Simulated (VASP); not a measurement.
# CdAuC4N4 (P-43m) in VASP: single point with PBE

Aim: the single point of CdAuC4N4 with PBE.

Everything below comes from runs of VASP 6.6.1. Logs are shortened: lines on timing, memory, paths and dates and some standing lists are left out, and cuts for length are marked.

**1. The cell of the first run**

It takes space group P-43m (No. 215, cubic). The conventional cell has a = 6.285 Å, b = 6.285 Å, c = 6.285 Å, α = 90.00°, β = 90.00°, γ = 90.00°. Cd (site symmetry -43m) has 4 N at 2.18 Å within 2.9 Å. Within 1.6 Å of C (site symmetry 3m) lie 1 N at 1.17 Å. Within 2.8 Å of Au (site symmetry -43m) lie 4 C at 2.09 Å. N (site symmetry 3m) has 1 C at 1.17 Å within 1.6 Å.

**2. Single point, PBE, collinear spin, ferromagnetic start**

INCAR reads:

```
SYSTEM = CdAuC4N4
PREC = Accurate
ENCUT = 520
EDIFF = 1E-6
ISMEAR = 0
SIGMA = 0.1
LREAL = .False.
LASPH = .True.
NELM = 150
ALGO = Normal
ISIF = 2
LWAVE = .False.
LCHARG = .False.
ISPIN = 2
MAGMOM = 0 0 0 0 0 0.34 0 0 0 0
LORBIT = 11
LMAXMIX = 4
GGA = PE
NBANDS = 44
```

KPOINTS reads:

```
regular mesh
0
Gamma
  6 6 6
  0 0 0
```

POSCAR reads:

```
CdAuC4N4
1.0
    6.2853507583      0.0000000000      0.0000000000
    0.0000000000      6.2853507583      0.0000000000
    0.0000000000      0.0000000000      6.2853507583
Cd C Au N
1 4 1 4
Direct
    0.5000000000      0.5000000000      0.5000000000
    0.1921639827      0.1921639827      0.1921639827
    0.1921639827      0.8078360173      0.8078360173
    0.8078360173      0.1921639827      0.8078360173
    0.8078360173      0.8078360173      0.1921639827
    0.0000000000      0.0000000000      0.0000000000
    0.2993911705      0.2993911705      0.2993911705
    0.2993911705      0.7006088295      0.7006088295
    0.7006088295      0.2993911705      0.7006088295
    0.7006088295      0.7006088295      0.2993911705
```

Potentials or basis: VASP PAW PBE potentials, release 64 (Cd, C, Au, N).

The run is started by

```
> cat potpaw_PBE.64/Cd/POTCAR potpaw_PBE.64/C/POTCAR potpaw_PBE.64/Au/POTCAR potpaw_PBE.64/N/POTCAR > POTCAR
> mpirun -np 1 vasp_std > vasp.out
```

OUTCAR:

```text
SYSTEM = CdAuC4N4
   PREC = Accurate
   ENCUT = 520
   EDIFF = 1E-6
   ISMEAR = 0
   LREAL = .False.
   LASPH = .True.
   NELM = 150
   ISIF = 2
   ISPIN = 2
   LORBIT = 11
   GGA = PE

 ion  position               nearest neighbor table
   1  0.500  0.500  0.500-   7 2.18   8 2.18   9 2.18  10 2.18
   2  0.192  0.192  0.192-   7 1.17   6 2.09
   3  0.192  0.808  0.808-   8 1.17   6 2.09
   4  0.808  0.192  0.808-   9 1.17   6 2.09
   5  0.808  0.808  0.192-  10 1.17   6 2.09
   6  0.000  0.000  0.000-   2 2.09   3 2.09   4 2.09   5 2.09
   7  0.299  0.299  0.299-   2 1.17   1 2.18
   8  0.299  0.701  0.701-   3 1.17   1 2.18
   9  0.701  0.299  0.701-   4 1.17   1 2.18
  10  0.701  0.701  0.299-   5 1.17   1 2.18

  LATTYP: Found a simple cubic cell.
 ALAT       =     6.2853507583

  Lattice vectors:

 A1 = (   6.2853507583,   0.0000000000,   0.0000000000)
 A2 = (   0.0000000000,   6.2853507583,   0.0000000000)
 A3 = (   0.0000000000,   0.0000000000,   6.2853507583)

Analysis of symmetry for initial positions (statically):
=====================================================================
 Subroutine PRICEL returns:
 Original cell was already a primitive cell.

 Routine SETGRP: Setting up the symmetry group for a
 simple cubic supercell.

 Subroutine GETGRP returns: Found 24 space group operations
 (whereof 24 operations were pure point group operations)
 out of a pool of 48 trial point group operations.

The static configuration has the point symmetry T_d .

Analysis of symmetry for dynamics (positions and initial velocities):
=====================================================================
 Subroutine PRICEL returns:
 Original cell was already a primitive cell.

 Routine SETGRP: Setting up the symmetry group for a
 simple cubic supercell.

 Subroutine GETGRP returns: Found 24 space group operations
 (whereof 24 operations were pure point group operations)
 out of a pool of 48 trial point group operations.

The dynamic configuration has the point symmetry T_d .

Analysis of structural, dynamic, and magnetic symmetry:
=====================================================================
 Subroutine PRICEL returns:
 Original cell was already a primitive cell.

 Routine SETGRP: Setting up the symmetry group for a
 simple cubic supercell.

 Subroutine GETGRP returns: Found 24 space group operations
 (whereof 24 operations were pure point group operations)
 out of a pool of 48 trial point group operations.

The overall configuration has the point symmetry T_d .

 Subroutine INISYM returns: Found 24 space group operations
 (whereof 24 operations are pure point group operations),
 and found     1 'primitive' translations

----------------------------------------------------------------------------------------

                                     Primitive cell

  volume of cell :     248.3068

  direct lattice vectors                    reciprocal lattice vectors
     6.285350758  0.000000000  0.000000000     0.159100110  0.000000000  0.000000000
     0.000000000  6.285350758  0.000000000     0.000000000  0.159100110  0.000000000
     0.000000000  0.000000000  6.285350758     0.000000000  0.000000000  0.159100110

  length of vectors
     6.285350758  6.285350758  6.285350758     0.159100110  0.159100110  0.159100110

  position of ions in fractional coordinates (direct lattice)
     0.500000000  0.500000000  0.500000000
     0.192163983  0.192163983  0.192163983
     0.192163983  0.807836017  0.807836017
     0.807836017  0.192163983  0.807836017
     0.807836017  0.807836017  0.192163983
     0.000000000  0.000000000  0.000000000
     0.299391171  0.299391171  0.299391171
     0.299391171  0.700608829  0.700608829
     0.700608829  0.299391171  0.700608829
     0.700608829  0.700608829  0.299391171

  ion indices of the primitive-cell ions
   primitive index   ion index
                 1           1
                 2           2
                 3           3
                 4           4
                 5           5
                 6           6
                 7           7
                 8           8
                 9           9
                10          10

----------------------------------------------------------------------------------------

 KPOINTS: regular mesh

Automatic generation of k-mesh.
 Grid dimensions read from file:
 generate k-points for:    6    6    6

 Generating k-lattice:

  Cartesian coordinates                     Fractional coordinates (reciprocal lattice)
     0.026516685  0.000000000  0.000000000     0.166666667  0.000000000  0.000000000
     0.000000000  0.026516685  0.000000000     0.000000000  0.166666667  0.000000000
     0.000000000  0.000000000  0.026516685     0.000000000  0.000000000  0.166666667

  Length of vectors
     0.026516685  0.026516685  0.026516685

  Shift w.r.t. Gamma in fractional coordinates (k-lattice)
     0.000000000  0.000000000  0.000000000

 Subroutine IBZKPT returns following result:
 ===========================================

 Found     20 irreducible k-points:

 Following reciprocal coordinates:
            Coordinates               Weight
  0.000000  0.000000  0.000000      1.000000
  0.166667  0.000000  0.000000      6.000000
  0.333333  0.000000  0.000000      6.000000
  0.500000  0.000000  0.000000      3.000000
  0.166667  0.166667  0.000000     12.000000
  0.333333  0.166667  0.000000     24.000000
[... 12 lines left out ...]
  0.500000  0.500000  0.333333      6.000000
  0.500000  0.500000  0.500000      1.000000
   k-points           NKPTS =     20   k-points in BZ     NKDIM =     20   number of bands    NBANDS=     44
   number of dos      NEDOS =    301   number of ions     NIONS =     10
   total plane-waves  NPLWV = 110592
   dimension x,y,z NGX =    48 NGY =   48 NGZ =   48
   dimension x,y,z NGXF=    96 NGYF=   96 NGZF=   96
   ions per type =               1   4   1   4
   NGX,Y,Z   is equivalent  to a cutoff of  12.70, 12.70, 12.70 a.u.
   NGXF,Y,Z  is equivalent  to a cutoff of  25.39, 25.39, 25.39 a.u.
 SYSTEM =  CdAuC4N4
   PREC   = accura    normal or accurate (medium, high low for compatibility)
   ISTART =      0    job   : 0-new  1-cont  2-samecut
   ICHARG =      2    charge: 1-file 2-atom 10-const
   ISPIN  =      2    spin polarized calculation?
   LNONCOLLINEAR =      F non collinear calculations
   LSORBIT =      F    spin-orbit coupling
   LASPH  =      T    aspherical Exc in radial PAW
   ENCUT  =  520.0 eV  38.22 Ry    6.18 a.u.  11.69 11.69 11.69*2*pi/ulx,y,z
   NELM   =    150;   NELMIN=  2; NELMDL= -5     # of ELM steps
   EDIFF  = 0.1E-05   stopping-criterion for ELM
   LREAL  =      F    real-space projection
   EDIFFG = 0.1E-04   stopping-criterion for IOM
   NSW    =      0    number of steps for IOM
   IBRION =     -1    ionic relax: 0-MD 1-quasi-New 2-CG
   NFREE  =      0    steps in history (QN), initial steepest desc. (CG)
   ISIF   =      2    stress and relaxation
   ISYM   =      2    0-nonsym 1-usesym 2-fastsym
   POTIM  = 0.5000    time-step for ionic-motion
   TEBEG  =    0.0;   TEEND  =   0.0 temperature during run
   PSTRESS=    0.0 pullay stress
   NELECT =      59.0000    total number of electrons
   NUPDOWN=      -1.0000    fix difference up-down
   EMIN   =  10.00;   EMAX   =-10.00  energy-range for DOS
   EFERMI =   0.00;   METHOD = LEGACY
   ISMEAR =     0;   SIGMA  =   0.10  broadening in eV -4-tet -1-fermi 0-gaus
   EFERMI_NEDOS =   21; number of points for ismear=-14 and -15
   IALGO  =     38    algorithm
   IMIX   =      4    mixing-type and parameters
     AMIX     =   0.40;   BMIX     =  1.00
     AMIX_MAG =   1.60;   BMIX_MAG =  1.00
  volume/ion in A,a.u.               =      24.83       167.57
  Fermi-wavevector in a.u.,A,eV,Ry     =   1.013980  1.916144 13.988899  1.028155
  Thomas-Fermi vector in A             =   2.147180
   LORBIT       =     11    0 simple, 1 ext, 2 COOP (PROOUT), +10 PAW based schemes
   GGA     = PE    functional components
   LHFCALC =     F    Hartree Fock is set to
   AEXX    =    0.0000 exact exchange contribution
   IVDW    =     0    specifies the selected vdW correction
   LEPSILON=     F    determine dielectric tensor
   LRPA    =     F    only Hartree local field effects (RPA)
 spin polarized calculation
 Gauss-broadening in eV      SIGMA  =   0.10
  energy-cutoff  :      520.00
  volume of cell :      248.31
 maximum number of plane-waves:      6728
 NGX is ok and might be reduce to    48
   NGX = 23   NGY = 23   NGZ = 23

 number of electron      59.0000021 magnetization       0.9985563

 Free energy of the ion-electron system (eV)
  ---------------------------------------------------
  ext. energy  EPLUGINS =         0.00000000
  ---------------------------------------------------
  free energy    TOTEN  =       -68.10771380 eV

  energy without entropy =      -68.05392381  energy(sigma->0) =      -68.08081880

 E-fermi :  -2.5610     XC(G=0):  -6.7029

 val. band max:       -2.5636599278   @ k =   0.3333   0.0000   0.0000
 cond. band min:      -2.5592315125   @ k =   0.5000   0.3333   0.1667
 fundamental gap:      0.0044284153
 Fermi energy:        -2.5609812648

 spin component 1

 k-point     1 :       0.0000    0.0000    0.0000
  band No.  band energies     occupation
      1     -19.1903      1.00000
      2     -19.1292      1.00000
      3     -19.1292      1.00000
      4     -19.1292      1.00000
      5     -10.1773      1.00000
      6     -10.1773      1.00000
[... 869 lines left out ...]
     40       4.9885      0.00000
     41       4.9885      0.00000
 Fermi energy:        -2.5609812648

 spin component 2

 k-point     1 :       0.0000    0.0000    0.0000
  band No.  band energies     occupation
      1     -19.1170      1.00000
      2     -19.0557      1.00000
      3     -19.0557      1.00000
      4     -19.0557      1.00000
      5     -10.1369      1.00000
      6     -10.1369      1.00000
[... 869 lines left out ...]
     40       5.0292      0.00000
     41       5.0292      0.00000
 [bands above 41 left out]

------------------------ aborting loop because EDIFF is reached ----------------------------------------

  FORCE on cell =-STRESS in cart. coord.  units (eV):
  Direction    XX          YY          ZZ          XY          YZ          ZX
  --------------------------------------------------------------------------------------
  -------------------------------------------------------------------------------------
  Total        0.6784226      0.6784226      0.6784226     -0.0000000      0.0000000     -0.0000000
  in kB        4.3774615      4.3774615      4.3774615     -0.0000000      0.0000000     -0.0000000
  external PRESSURE =       4.3774615 kB  Pullay stress =       0.0000000 kB

 VOLUME and BASIS-vectors are now :
 -----------------------------------------------------------------------------
  energy-cutoff  :      520.00
  volume of cell :      248.31
      direct lattice vectors                 reciprocal lattice vectors
     6.285350758  0.000000000  0.000000000     0.159100110  0.000000000  0.000000000
     0.000000000  6.285350758  0.000000000     0.000000000  0.159100110  0.000000000
     0.000000000  0.000000000  6.285350758     0.000000000  0.000000000  0.159100110

 POSITION                                       TOTAL-FORCE (eV/Angst)
 -----------------------------------------------------------------------------------
      3.14268      3.14268      3.14268        -0.000000      0.000000     -0.000000
      1.20782      1.20782      1.20782        -0.227546     -0.227546     -0.227546
      1.20782      5.07753      5.07753        -0.227546      0.227546      0.227546
      5.07753      1.20782      5.07753         0.227546     -0.227546      0.227546
      5.07753      5.07753      1.20782         0.227546      0.227546     -0.227546
      0.00000      0.00000      0.00000        -0.000000     -0.000000     -0.000000
      1.88178      1.88178      1.88178         0.182511      0.182511      0.182511
      1.88178      4.40357      4.40357         0.182511     -0.182511     -0.182511
      4.40357      1.88178      4.40357        -0.182511      0.182511     -0.182511
      4.40357      4.40357      1.88178        -0.182511     -0.182511      0.182511
 -----------------------------------------------------------------------------------
    total drift:                                0.000000      0.000000      0.000000

  FREE ENERGIE OF THE ION-ELECTRON SYSTEM (eV)
  ---------------------------------------------------
  free  energy   TOTEN  =       -68.1077137963 eV

  energy  without entropy=      -68.0539238106  energy(sigma->0) =      -68.08081880

 total charge

# of ion       s       p       d       tot
------------------------------------------
    1        0.321   0.318   9.611  10.250
    2        0.950   1.609   0.000   2.558
    3        0.950   1.609   0.000   2.558
    4        0.950   1.609   0.000   2.558
    5        0.950   1.609   0.000   2.558
    6        0.582   0.655   8.519   9.756
    7        1.300   2.582   0.000   3.882
    8        1.300   2.582   0.000   3.882
    9        1.300   2.582   0.000   3.882
   10        1.300   2.582   0.000   3.882
--------------------------------------------------
tot          9.902  17.734  18.130  45.766

 magnetization (x)

# of ion       s       p       d       tot
------------------------------------------
    1       -0.001   0.003   0.007   0.008
    2        0.015   0.035   0.000   0.049
    3        0.015   0.035   0.000   0.049
    4        0.015   0.035   0.000   0.049
    5        0.015   0.035   0.000   0.049
    6       -0.000   0.074   0.342   0.416
    7        0.001   0.034   0.000   0.035
    8        0.001   0.034   0.000   0.035
    9        0.001   0.034   0.000   0.035
   10        0.001   0.034   0.000   0.035
--------------------------------------------------
tot          0.061   0.351   0.349   0.761
```

Wall time 5.8 min (1 thread of Intel Xeon Platinum 8559C (Emerald Rapids), shared host); peak memory 0.63 GiB.

Results:

- Free energy: -68.1077 eV
- Pressure: 0.4 GPa
- Largest force: 0.394 eV/Å
- Band gap on the k mesh: zero (filled and empty bands overlap)
- Net moment: 1.00 μB per cell
- Site moments: Cd +0.01; C +0.05; Au +0.42; N +0.04 μB
- Valence electrons inside the program's atomic spheres: Cd 10.25; C 2.56; Au 9.76; N 3.88

Forces in eV/Å, atoms in the order of the input:
```
Cd   0.000  0.000  0.000
C   -0.228 -0.228 -0.228
C   -0.228  0.228  0.228
C    0.228 -0.228  0.228
C    0.228  0.228 -0.228
Au   0.000  0.000  0.000
N    0.183  0.183  0.183
N    0.183 -0.183 -0.183
N   -0.183  0.183 -0.183
N   -0.183 -0.183  0.183
```

Levels at points of the mesh, in eV from the Fermi level:
Spin up:
| k point | band 27 | band 28 | band 29 | band 30 | band 31 | band 32 | band 33 | band 34 |
| --- | --- | --- | --- | --- | --- | --- | --- | --- |
| (0.00, 0.00, 0.00) | -2.02 | -0.44 | -0.44 | -0.44 | 5.07 | 5.07 | 5.07 | 5.19 |
| (0.50, 0.00, 0.00) | -1.93 | -0.42 | -0.21 | -0.21 | 5.03 | 5.03 | 5.34 | 5.50 |
| (0.50, 0.50, 0.00) | -1.88 | -0.41 | -0.21 | -0.21 | 5.12 | 5.35 | 5.35 | 5.43 |
| (0.50, 0.50, 0.50) | -1.84 | -0.39 | -0.39 | -0.39 | 5.40 | 5.40 | 5.40 | 5.46 |
Spin down:
```csv
k point,band 26,band 27,band 28,band 29,band 30,band 31,band 32,band 33
"(0.00, 0.00, 0.00)",-1.94,-1.94,-0.17,-0.17,-0.17,5.20,5.20,5.20
"(0.50, 0.00, 0.00)",-1.89,-1.85,-0.15,0.05,0.05,5.13,5.13,5.45
"(0.50, 0.50, 0.00)",-1.85,-1.79,-0.14,0.05,0.05,5.20,5.46,5.46
"(0.50, 0.50, 0.50)",-1.75,-1.75,-0.12,-0.12,-0.12,5.51,5.52,5.52
```

Caveat: spin-orbit coupling is left out, which moves the levels of the heavy elements.
